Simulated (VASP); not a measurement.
Set up this calculation in VASP 6.6.1, as the native input.

```
Task                   : single point
Functional             : PBE
Potentials or basis    : VASP PAW PBE potentials, release 64 (Tl_d)
Cutoff                 : 520 eV
k mesh                 : 12 × 12 × 12
Occupations            : fermi-dirac, width 0.08 eV
Spin                   : no spin polarisation
Dipole correction      : no
Further INCAR settings : ALGO = Normal; EDIFF = 1e-06; NBANDS = 12
```

The structure of Tl lies in POSCAR:

```
Tl
1.0
    2.7425084354      0.0000000000      0.0000000000
    0.0000000000      2.7425084354      0.0000000000
    0.0000000000      0.0000000000      2.7425084354
Tl
1
Direct
    0.0000000000      0.0000000000      0.0000000000
```

This isn't the form of Tl at room conditions, which is hcp.

The input as run:

INCAR

```
SYSTEM = Tl
ALGO = Normal ; EDIFF = 1E-6
ENCUT = 520 ; GGA = PE
ISIF = 2 ; ISMEAR = -1
LASPH = .TRUE. ; LCHARG = .TRUE.
LELF = .TRUE. ; LREAL = .FALSE.
LVHAR = .TRUE. ; LWAVE = .FALSE.
NBANDS = 12 ; NELM = 60
PREC = Accurate ; SIGMA = 0.08
```

KPOINTS

```
k-points
0
G
  12 12 12
  0 0 0
```

Potentials or basis: VASP PAW PBE potentials, release 64 (Tl_d).

Command:

```bash
$ cat potpaw_PBE.64/Tl_d/POTCAR > POTCAR
$ mpirun -np 1 vasp_std > vasp.out
```

Results of the run:

```json
{
 "Pressure": "44.5 GPa",
 "Band gap on the k mesh": "zero (an odd number of electrons rules out a gap without spin polarisation)"
}
```

Caveat: the cell stands under pressure; spin-orbit coupling is left out, which moves the levels of the heavy elements.

It took 11 s on 1 thread of Intel Xeon 8259CL (shared host), peak memory 0.14 GiB.
